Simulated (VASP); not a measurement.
# Cr (Im-3m) in VASP: notebook

The runs below take Cr through single point, relaxation of cell and atoms, with PBE+D3(BJ).

Everything below comes from runs of VASP 6.6.1. Logs are shortened: lines on timing, memory, paths and dates and some standing lists are left out, and cuts for length are marked.

**1. The cell of the first run**

Symmetry: Im-3m, No. 229, cubic system. Conventional cell: a = 2.822 Å, b = 2.822 Å, c = 2.822 Å, α = 90.00°, β = 90.00°, γ = 90.00°. Within 3.2 Å of Cr (site symmetry m-3m) lie 14 Cr at 2.44 to 2.82 Å.

**2. Single point, PBE+D3(BJ)**

INCAR reads:

```
PREC = Accurate ; ENCUT = 500
EDIFF = 1E-6 ; ISMEAR = 0
SIGMA = 0.1 ; LREAL = False
LASPH = True ; NELM = 120
ALGO = Normal ; ISIF = 2
LWAVE = False ; LCHARG = False
GGA = PE ; IVDW = 12
NBANDS = 12 ; GGA_COMPAT = False
```

KPOINTS reads:

```
Automatic mesh
0
Gamma
  20 20 20
```

POSCAR reads:

```
Cr
1.0
   -1.4108731962      1.4108731962      1.4108731962
    1.4108731962     -1.4108731962      1.4108731962
    1.4108731962      1.4108731962     -1.4108731962
Cr
1
Direct
    0.0000000000      0.0000000000      0.0000000000
```

Potentials or basis: VASP PAW PBE potentials, release 64 (Cr_pv).

Launch:

```sh
> cat potpaw_PBE.64/Cr_pv/POTCAR > POTCAR
> mpirun -np 1 vasp_std > vasp.out
```

OUTCAR:

```text
PREC = Accurate
   ENCUT = 500
   EDIFF = 1E-6
   ISMEAR = 0
   LREAL = False
   LASPH = True
   NELM = 120
   ISIF = 2
   GGA = PE
   IVDW = 12
 IVDW          = 12

 ion  position               nearest neighbor table
   1  0.000  0.000  0.000-

  LATTYP: Found a body centered cubic cell.
 ALAT       =     2.8217463924

  Lattice vectors:

 A1 = (  -1.4108731962,   1.4108731962,   1.4108731962)
 A2 = (   1.4108731962,  -1.4108731962,   1.4108731962)
 A3 = (   1.4108731962,   1.4108731962,  -1.4108731962)

Analysis of symmetry for initial positions (statically):
=====================================================================
 Subroutine PRICEL returns:
 Original cell was already a primitive cell.

 Routine SETGRP: Setting up the symmetry group for a
 body centered cubic supercell.

 Subroutine GETGRP returns: Found 48 space group operations
 (whereof 48 operations were pure point group operations)
 out of a pool of 48 trial point group operations.

The static configuration has the point symmetry O_h .

Analysis of symmetry for dynamics (positions and initial velocities):
=====================================================================
 Subroutine PRICEL returns:
 Original cell was already a primitive cell.

 Routine SETGRP: Setting up the symmetry group for a
 body centered cubic supercell.

 Subroutine GETGRP returns: Found 48 space group operations
 (whereof 48 operations were pure point group operations)
 out of a pool of 48 trial point group operations.

The dynamic configuration has the point symmetry O_h .

 Subroutine INISYM returns: Found 48 space group operations
 (whereof 48 operations are pure point group operations),
 and found     1 'primitive' translations

----------------------------------------------------------------------------------------

                                     Primitive cell

  volume of cell :      11.2337

  direct lattice vectors                    reciprocal lattice vectors
    -1.410873196  1.410873196  1.410873196     0.000000000  0.354390459  0.354390459
     1.410873196 -1.410873196  1.410873196     0.354390459  0.000000000  0.354390459
     1.410873196  1.410873196 -1.410873196     0.354390459  0.354390459  0.000000000

  length of vectors
     2.443704059  2.443704059  2.443704059     0.501183794  0.501183794  0.501183794

  position of ions in fractional coordinates (direct lattice)
     0.000000000  0.000000000  0.000000000

  ion indices of the primitive-cell ions
   primitive index   ion index
                 1           1

----------------------------------------------------------------------------------------

 KPOINTS: Automatic mesh

Automatic generation of k-mesh.
 Grid dimensions read from file:
 generate k-points for:   20   20   20

 Generating k-lattice:

  Cartesian coordinates                     Fractional coordinates (reciprocal lattice)
     0.000000000  0.017719523  0.017719523     0.050000000  0.000000000  0.000000000
     0.017719523  0.000000000  0.017719523     0.000000000  0.050000000  0.000000000
     0.017719523  0.017719523  0.000000000     0.000000000  0.000000000  0.050000000

  Length of vectors
     0.025059190  0.025059190  0.025059190

  Shift w.r.t. Gamma in fractional coordinates (k-lattice)
     0.000000000  0.000000000  0.000000000

 Subroutine IBZKPT returns following result:
 ===========================================

 Found    256 irreducible k-points:

 Following reciprocal coordinates:
            Coordinates               Weight
  0.000000  0.000000  0.000000      1.000000
  0.050000  0.000000  0.000000     12.000000
  0.100000  0.000000  0.000000     12.000000
  0.150000  0.000000  0.000000     12.000000
  0.200000  0.000000  0.000000     12.000000
  0.250000  0.000000  0.000000     12.000000
[... 16 lines left out ...]
  0.200000  0.100000  0.000000     48.000000
  0.250000  0.100000  0.000000     48.000000
 [... further k-points ...]
   k-points           NKPTS =    256   k-points in BZ     NKDIM =    256   number of bands    NBANDS=     12
   number of dos      NEDOS =    301   number of ions     NIONS =      1
   total plane-waves  NPLWV =   5832
   dimension x,y,z NGX =    18 NGY =   18 NGZ =   18
   dimension x,y,z NGXF=    36 NGYF=   36 NGZF=   36
   ions per type =               1
   NGX,Y,Z   is equivalent  to a cutoff of  12.25, 12.25, 12.25 a.u.
   NGXF,Y,Z  is equivalent  to a cutoff of  24.49, 24.49, 24.49 a.u.
 SYSTEM =  unknown system
   PREC   = accura    normal or accurate (medium, high low for compatibility)
   ISTART =      0    job   : 0-new  1-cont  2-samecut
   ICHARG =      2    charge: 1-file 2-atom 10-const
   ISPIN  =      1    spin polarized calculation?
   LNONCOLLINEAR =      F non collinear calculations
   LSORBIT =      F    spin-orbit coupling
   LASPH  =      T    aspherical Exc in radial PAW
   ENCUT  =  500.0 eV  36.75 Ry    6.06 a.u.   4.46  4.46  4.46*2*pi/ulx,y,z
   NELM   =    120;   NELMIN=  2; NELMDL= -5     # of ELM steps
   EDIFF  = 0.1E-05   stopping-criterion for ELM
   LREAL  =      F    real-space projection
   EDIFFG = 0.1E-04   stopping-criterion for IOM
   NSW    =      0    number of steps for IOM
   IBRION =     -1    ionic relax: 0-MD 1-quasi-New 2-CG
   NFREE  =      0    steps in history (QN), initial steepest desc. (CG)
   ISIF   =      2    stress and relaxation
   ISYM   =      2    0-nonsym 1-usesym 2-fastsym
   POTIM  = 0.5000    time-step for ionic-motion
   TEBEG  =    0.0;   TEEND  =   0.0 temperature during run
   PSTRESS=    0.0 pullay stress
   NELECT =      12.0000    total number of electrons
   NUPDOWN=      -1.0000    fix difference up-down
   EMIN   =  10.00;   EMAX   =-10.00  energy-range for DOS
   EFERMI =   0.00;   METHOD = LEGACY
   ISMEAR =     0;   SIGMA  =   0.10  broadening in eV -4-tet -1-fermi 0-gaus
   EFERMI_NEDOS =   21; number of points for ismear=-14 and -15
   IALGO  =     38    algorithm
   IMIX   =      4    mixing-type and parameters
     AMIX     =   0.40;   BMIX     =  1.00
     AMIX_MAG =   1.60;   BMIX_MAG =  1.00
  volume/ion in A,a.u.               =      11.23        75.81
  Fermi-wavevector in a.u.,A,eV,Ry     =   1.673506  3.162468 38.104779  2.800622
  Thomas-Fermi vector in A             =   2.758465
   LORBIT       =      0    0 simple, 1 ext, 2 COOP (PROOUT), +10 PAW based schemes
   GGA     = PE    functional components
   LHFCALC =     F    Hartree Fock is set to
   AEXX    =    0.0000 exact exchange contribution
   IVDW    =    12    specifies the selected vdW correction
   LEPSILON=     F    determine dielectric tensor
   LRPA    =     F    only Hartree local field effects (RPA)
 non-spin polarized calculation
 Gauss-broadening in eV      SIGMA  =   0.10
  energy-cutoff  :      500.00
  volume of cell :       11.23
 maximum number of plane-waves:       321
 NGX is ok and might be reduce to    18
   NGX =  9   NGY =  9   NGZ =  9

 number of electron      12.0000010 magnetization

 Free energy of the ion-electron system (eV)
  ---------------------------------------------------
  ext. energy  EPLUGINS =         0.00000000
  ---------------------------------------------------
  free energy    TOTEN  =        -9.51219214 eV

  energy without entropy =       -9.50888633  energy(sigma->0) =       -9.51053923

 E-fermi :  11.3947     XC(G=0): -13.8362

 val. band max:       11.3911855948   @ k =  -0.1500   0.2000   0.1000
 cond. band min:      11.4114590336   @ k =   0.1500   0.0500  -0.0000
 fundamental gap:      0.0202734388
 Fermi energy:        11.3946654140

 k-point     1 :       0.0000    0.0000    0.0000
  band No.  band energies     occupation
      1     -31.3123      2.00000
      2     -31.3123      2.00000
      3     -31.3123      2.00000
      4       3.4190      2.00000
      5      10.4279      2.00000
      6      10.4279      2.00000
      7      10.4279      2.00000
      8      12.5567      0.00000
      9      12.5567      0.00000
     10      18.5010      0.00000
     11      33.8948      0.00000
     12      33.8948      0.00000

 k-point     2 :       0.0500    0.0000    0.0000
  band No.  band energies     occupation
      1     -31.3378      2.00000
      2     -31.3201      2.00000
      3     -31.3124      2.00000
      4       3.5320      2.00000
      5      10.3832      2.00000
      6      10.4210      2.00000
      7      10.5054      2.00000
      8      12.5054      0.00000
      9      12.5598      0.00000
     10      18.5010      0.00000
     11      33.6491      0.00000
     12      33.8704      0.00000

 k-point     3 :       0.1000    0.0000    0.0000
  band No.  band energies     occupation
      1     -31.4120      2.00000
      2     -31.3426      2.00000
      3     -31.3129      2.00000
      4       3.8632      2.00000
      5      10.2554      2.00000
      6      10.3897      2.00000
      7      10.7336      2.00000
      8      12.3791      0.00000
      9      12.5701      0.00000
     10      18.5010      0.00000
     11      32.9353      0.00000
     12      33.7269      0.00000
[... 286 lines left out ...]
 k-point    23 :       0.2000    0.1000    0.0000
  band No.  band energies     occupation
      1     -31.8530      2.00000
      2     -31.4733      2.00000
      3     -31.3478      2.00000
      4       6.0370      2.00000
      5       9.5751      2.00000
      6       9.8460      2.00000
      7      12.0689      0.00000
      8      12.4904      0.00000
      9      12.8183      0.00000
     10      18.5003      0.00000
     11      28.6270      0.00000
     12      30.7116      0.00000

 k-point    24 :       0.2500    0.1000    0.0000
  band No.  band energies     occupation
      1     -31.9874      2.00000
      2     -31.5290      2.00000
      3     -31.3505      2.00000
      4       6.6420      2.00000
      5       9.3371      2.00000
      6       9.8958      2.00000
      7      12.1670      0.00000
      8      12.8506      0.00000
      9      13.2042      0.00000
     10      18.4999      0.00000
     11      26.8091      0.00000
     12      29.8629      0.00000

 [... further k-points ...]

------------------------ aborting loop because EDIFF is reached ----------------------------------------

 Edisp (eV)   -0.50966

 E8    (eV) :    -0.2268

  FORCE on cell =-STRESS in cart. coord.  units (eV):
  Direction    XX          YY          ZZ          XY          YZ          ZX
  --------------------------------------------------------------------------------------
  -------------------------------------------------------------------------------------
  Total      -0.04711    -0.04711    -0.04711     0.00000    -0.00000     0.00000
  in kB      -6.71916    -6.71916    -6.71916     0.00000    -0.00000     0.00000
  external pressure =       -6.72 kB  Pullay stress =        0.00 kB

 VOLUME and BASIS-vectors are now :
 -----------------------------------------------------------------------------
  energy-cutoff  :      500.00
  volume of cell :       11.23
      direct lattice vectors                 reciprocal lattice vectors
    -1.410873196  1.410873196  1.410873196     0.000000000  0.354390459  0.354390459
     1.410873196 -1.410873196  1.410873196     0.354390459  0.000000000  0.354390459
     1.410873196  1.410873196 -1.410873196     0.354390459  0.354390459  0.000000000

 POSITION                                       TOTAL-FORCE (eV/Angst)
 -----------------------------------------------------------------------------------
      0.00000      0.00000      0.00000        -0.000000      0.000000     -0.000000
 -----------------------------------------------------------------------------------
    total drift:                                0.000000      0.000000      0.000000

  FREE ENERGIE OF THE ION-ELECTRON SYSTEM (eV)
  ---------------------------------------------------
  free  energy   TOTEN  =       -10.0218563602 eV

  energy  without entropy=      -10.0185505490  energy(sigma->0) =      -10.02020345
```

It took 20 s on 1 thread of Intel Xeon 6975P-C, shared host; peak memory 0.15 GiB.

Results:

```
Free energy                : -10.0219 eV
Pressure                   : -0.7 GPa
Band gap on the k mesh     : zero (band 6 reaches 13.92 eV, above the bottom of band 7 at 10.43 eV)
Dispersion energy per atom : -0.510 eV
```

Caveat: the run has no spin polarisation, though such a crystal can be magnetic; pairwise dispersion overbinds metals, which lowers pressure and volume.

**3. Relaxation of cell and atoms, PBE+D3(BJ)**

This run uses another cell than the first one, of 11.55 Å³/atom, 1.028 times its volume.

INCAR reads:

```
SYSTEM = Cr
PREC = Accurate
ENCUT = 500
EDIFF = 1E-7
ISMEAR = 0
SIGMA = 0.1
LREAL = .FALSE.
LASPH = .TRUE.
NELM = 120
ALGO = Normal
ISIF = 3
LWAVE = .FALSE.
LCHARG = .FALSE.
GGA = PE
IVDW = 12
IBRION = 2
NSW = 70
EDIFFG = -0.005
GGA_COMPAT = .FALSE.
NELMIN = 4
```

KPOINTS reads:

```
regular mesh
0
G
  20 20 20
  0 0 0
```

POSCAR reads:

```
Cr
1.0
   -1.4239150034      1.4239150034      1.4239150034
    1.4239150034     -1.4239150034      1.4239150034
    1.4239150034      1.4239150034     -1.4239150034
Cr
1
Direct
    0.0000000000      0.0000000000      0.0000000000
```

Potentials or basis: VASP PAW PBE potentials, release 64 (Cr_pv).

Launch:

```sh
> cat potpaw_PBE.64/Cr_pv/POTCAR > POTCAR
> mpirun -np 1 vasp_std > vasp.out
```

It took 43 s on 1 thread of Intel Xeon 6975P-C, shared host; peak memory 0.15 GiB.

Results (log left out):

```yaml
Free_energy: -10.0223 eV
Relaxed_volume: 11.21 Å³/atom
Relaxed_cell: a = 2.442 Å, b = 2.442 Å, c = 2.442 Å, α = 109.47°, β = 109.47°, γ = 109.47°
Space_group_after_relaxing_to_0.05_Å: Im-3m (No. 229)
Energy_gained_by_relaxing: 8.5 meV/atom
Ionic_steps: 4
Pressure_after_relaxing: 0.0 GPa
Band_gap_on_the_k_mesh: zero (band 6 reaches 13.96 eV, above the bottom of band 7 at 10.46 eV)
Dispersion_energy_per_atom: -0.511 eV
```

The path:
| step | energy change (eV) | largest force (eV/Å) | pressure (GPa) | volume (Å³) |
| --- | --- | --- | --- | --- |
| 1 | 0.0000 | 0.0000 | -7.82 | 11.55 |
| 2 | 0.0200 | 0.0000 | 16.53 | 10.63 |
| 3 | -0.0085 | 0.0000 | -0.16 | 11.21 |
| 4 | -0.0085 | 0.0000 | 0.04 | 11.21 |

Final structure:
```
CELL_PARAMETERS angstrom
-1.40980 1.40980 1.40980
1.40980 -1.40980 1.40980
1.40980 1.40980 -1.40980
ATOMIC_POSITIONS crystal
Cr 0.00000 0.00000 0.00000
```

Levels at points of the mesh, in eV from the Fermi level:
| k point | band 4 | band 5 | band 6 | band 7 | band 8 | band 9 |
| --- | --- | --- | --- | --- | --- | --- |
| (0.00, 0.00, 0.00) | -7.98 | -0.97 | -0.97 | -0.97 | 1.17 | 1.17 |
| (0.50, 0.00, 0.00) | -4.60 | -2.58 | 1.17 | 1.18 | 1.52 | 2.94 |
| (0.50, 0.50, 0.50) | -4.52 | -4.52 | 2.53 | 2.53 | 2.53 | 7.10 |

Caveat: the run has no spin polarisation, though such a crystal can be magnetic; pairwise dispersion overbinds metals, which lowers pressure and volume. Spin polarisation is off, so any magnetic state and its effect on volume and gap are missing.
